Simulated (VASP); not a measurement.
# Sr (P6_3/mmc) in VASP: further runs, part 2 of 2

VASP 6.6.1. The steps go on from the part before.

**6. Single point, PBE**

This run uses another cell than the first one, of 50.86 Å³/atom.

Contents of INCAR:

```
SYSTEM = Sr
ALGO = Fast ; EDIFF = 1E-6
ENCUT = 520 ; GGA = PE
ISIF = 2 ; ISMEAR = 0
LASPH = .TRUE. ; LCHARG = .FALSE.
LREAL = .FALSE. ; LWAVE = .FALSE.
NBANDS = 28 ; NELM = 80
PREC = Accurate ; SIGMA = 0.1
```

Contents of KPOINTS:

```
k-points
0
G
  12 12 4
  0 0 0
```

Contents of POSCAR:

```
Sr
1.0
    4.1544548275      0.0000000000      0.0000000000
   -2.0772274138      3.5978634194      0.0000000000
    0.0000000000      0.0000000000     13.6100606913
Sr
4
Direct
    0.0000000000      0.0000000000      0.0000000000
    0.3333333333      0.6666666667      0.2500000000
    0.0000000000      0.0000000000      0.5000000000
    0.6666666667      0.3333333333      0.7500000000
```

Potentials or basis: VASP PAW PBE potentials, release 64 (Sr_sv).

Command:

```sh
> cat potpaw_PBE.64/Sr_sv/POTCAR > POTCAR
> mpirun -np 1 vasp_std > vasp.out
```

OUTCAR:

```text
SYSTEM = Sr
   EDIFF = 1E-6
   ENCUT = 520
   GGA = PE
   ISIF = 2
   ISMEAR = 0
   LASPH = .TRUE.
   LREAL = .FALSE.
   NELM = 80
   PREC = Accurate

 ion  position               nearest neighbor table
   1  0.000  0.000  0.000-   2 4.16   4 4.16   2 4.16   4 4.16   4 4.16   2 4.16
   2  0.333  0.667  0.250-   1 4.16   3 4.16   1 4.16   3 4.16   1 4.16   3 4.16
   3  0.000  0.000  0.500-   2 4.16   4 4.16   2 4.16   4 4.16   4 4.16   2 4.16
   4  0.667  0.333  0.750-   1 4.16   3 4.16   1 4.16   3 4.16   1 4.16   3 4.16

  LATTYP: Found a hexagonal cell.
 ALAT       =     4.1544548275
 C/A-ratio  =     3.2760160494

  Lattice vectors:

 A1 = (   4.1544548275,   0.0000000000,   0.0000000000)
 A2 = (  -2.0772274138,   3.5978634194,   0.0000000000)
 A3 = (   0.0000000000,   0.0000000000,  13.6100606913)

Analysis of symmetry for initial positions (statically):
=====================================================================
 Subroutine PRICEL returns:
 Original cell was already a primitive cell.

 Routine SETGRP: Setting up the symmetry group for a
 hexagonal supercell.
[... 169 lines left out ...]
  ext. energy  EPLUGINS =         0.00000000
  ---------------------------------------------------
  free energy    TOTEN  =        -6.50283873 eV

  energy without entropy =       -6.47961973  energy(sigma->0) =       -6.49122923

 E-fermi :   1.8835     XC(G=0):  -7.5905

 val. band max:        1.8782561931   @ k =   0.3333   0.1667   0.0000
 cond. band min:       1.8899292945   @ k =   0.2500   0.0000   0.0000
 fundamental gap:      0.0116731013
 Fermi energy:         1.8835315317

 k-point     1 :       0.0000    0.0000    0.0000
  band No.  band energies     occupation
      1     -34.6043      2.00000
      2     -34.5952      2.00000
      3     -34.5934      2.00000
      4     -34.5843      2.00000
      5     -16.7313      2.00000
      6     -16.6076      2.00000
[... 733 lines left out ...]
     27       3.7264      0.00000
     28       3.9661      0.00000

 [... further k-points ...]
[... 5 lines left out ...]
  --------------------------------------------------------------------------------------
  -------------------------------------------------------------------------------------
  Total        1.3285664      1.3285664      1.3211833     -0.0000000      0.0000000      0.0000000
  in kB       10.4634543     10.4634543     10.4053066     -0.0000000      0.0000000      0.0000000
  external PRESSURE =      10.4440717 kB  Pullay stress =       0.0000000 kB

 VOLUME and BASIS-vectors are now :
 -----------------------------------------------------------------------------
  energy-cutoff  :      520.00
  volume of cell :      203.43
      direct lattice vectors                 reciprocal lattice vectors
     4.154454828  0.000000000  0.000000000     0.240705470  0.138971368  0.000000000
    -2.077227414  3.597863419  0.000000000     0.000000000  0.277942735  0.000000000
     0.000000000  0.000000000 13.610060691     0.000000000  0.000000000  0.073475058

 POSITION                                       TOTAL-FORCE (eV/Angst)
 -----------------------------------------------------------------------------------
      0.00000      0.00000      0.00000         0.000000      0.000000      0.000000
     -0.00000      2.39858      3.40252         0.000000      0.000000     -0.000000
      0.00000      0.00000      6.80503         0.000000      0.000000      0.000000
      2.07723      1.19929     10.20755        -0.000000     -0.000000      0.000000
 -----------------------------------------------------------------------------------
    total drift:                               -0.000000      0.000000      0.000000

  FREE ENERGIE OF THE ION-ELECTRON SYSTEM (eV)
  ---------------------------------------------------
  free  energy   TOTEN  =        -6.5028387292 eV

  energy  without entropy=       -6.4796197311  energy(sigma->0) =       -6.49122923
```

OSZICAR:

```text
N       E                     dE             d eps       ncg     rms          rms(c)
DAV:   1     0.258068813035E+03    0.25807E+03   -0.18491E+04  3208   0.123E+03
DAV:   2     0.151323596834E+02   -0.24294E+03   -0.23957E+03  3800   0.284E+02
DAV:   3    -0.530933753534E+01   -0.20442E+02   -0.20204E+02  5084   0.588E+01
DAV:   4    -0.646086492413E+01   -0.11515E+01   -0.11469E+01  4596   0.127E+01
DAV:   5    -0.650887056698E+01   -0.48006E-01   -0.47973E-01  4608   0.232E+00    0.236E+01
RMM:   6    -0.650420729488E+01    0.46633E-02   -0.29719E-02  3842   0.151E+00    0.135E+01
RMM:   7    -0.650101537317E+01    0.31919E-02   -0.52159E-02  3829   0.214E+00    0.528E-01
RMM:   8    -0.650216554263E+01   -0.11502E-02   -0.17895E-02  4628   0.590E-01    0.144E-01
RMM:   9    -0.650261075287E+01   -0.44521E-03   -0.40151E-03  5228   0.190E-01    0.158E-01
RMM:  10    -0.650278353921E+01   -0.17279E-03   -0.17178E-03  4922   0.112E-01    0.187E-01
RMM:  11    -0.650281894529E+01   -0.35406E-04   -0.25110E-04  4657   0.662E-02    0.725E-02
RMM:  12    -0.650282836783E+01   -0.94225E-05   -0.21609E-04  5167   0.340E-02    0.147E-02
RMM:  13    -0.650283275669E+01   -0.43889E-05   -0.43034E-05  4314   0.172E-02    0.104E-02
RMM:  14    -0.650283552414E+01   -0.27674E-05   -0.34902E-05  3997   0.109E-02    0.826E-03
RMM:  15    -0.650283781512E+01   -0.22910E-05   -0.10311E-05  3602   0.107E-02    0.274E-03
RMM:  16    -0.650283872919E+01   -0.91407E-06   -0.81163E-06  3225   0.561E-03
   1 F= -.65028387E+01 E0= -.64912292E+01  d E =-.232190E-01
```

stdout:

```text
POSCAR found type information on POSCAR Sr
 POSCAR found :  1 types and       4 ions
 scaLAPACK will be used
 LDA part: xc-table for (Slater+PW92), standard interpolation
 POSCAR, INCAR and KPOINTS ok, starting setup
 FFT: planning ... GRIDC
 FFT: planning ... GRID_SOFT
 FFT: planning ... GRID
 WAVECAR not read
 entering main loop
WARNING in EDDRMM: call to ZHEGV failed, returncode =   6  3     28
WARNING in EDDRMM: call to ZHEGV failed, returncode =   6  3     18
WARNING in EDDRMM: call to ZHEGV failed, returncode =   8  4     19
WARNING in EDDRMM: call to ZHEGV failed, returncode =   6  3     18
WARNING in EDDRMM: call to ZHEGV failed, returncode =   8  4     24
```

Run time: 10 min. Hardware: 1 thread of Oxide Virtual Turin-like, shared host; peak memory 0.43 GiB.

What came out:

| Quantity | Value |
| --- | --- |
| Free energy | -6.5028 eV |
| Pressure | 1.0 GPa |
| Band gap on the k mesh | zero (bands 20 and 21 overlap by 0.17 eV) |

**7. The runs side by side**

| cell | k mesh | further INCAR settings | gap on the mesh (eV) | pressure (GPa) |
| --- | --- | --- | --- | --- |
| a = 3.336, b = 3.336, c = 10.871 Å, angles 90.0, 90.0, 120.0°, 4 atoms | 12 × 12 × 4 | ALGO = Fast; EDIFF = 1e-07; NBANDS = 28 | none | 25.3 |
| a = 3.623, b = 3.623, c = 11.881 Å, angles 90.0, 90.0, 120.0°, 4 atoms | 12 × 12 × 4 | ALGO = Fast; EDIFF = 1e-06; NBANDS = 28 | none | 12.1 |
| a = 2.792, b = 2.792, c = 8.975 Å, angles 90.0, 90.0, 120.0°, 4 atoms | 18 × 18 × 6 | ALGO = Fast; EDIFF = 1e-06; NBANDS = 28 | none | 94.2 |
| a = 3.938, b = 3.938, c = 12.922 Å, angles 90.0, 90.0, 120.0°, 4 atoms | 12 × 12 × 4 | ALGO = Fast; EDIFF = 1e-06; NBANDS = 28 | none | 4.1 |
| a = 4.154, b = 4.154, c = 13.610 Å, angles 90.0, 90.0, 120.0°, 4 atoms | 12 × 12 × 4 | ALGO = Fast; EDIFF = 1e-06; NBANDS = 28 | none | 1.0 |

Alike in all rows: task single point; level PBE; potentials or basis VASP PAW PBE potentials, release 64 (Sr_sv); no spin polarisation; cutoff (eV) 520; smearing gaussian 0.1 eV.

Caveats: the cell stands under pressure (at least some runs).

Absolute energies hang on the potentials; compare differences alone.

The gap in the log of VASP goes by the Fermi energy; the results here count the filled bands.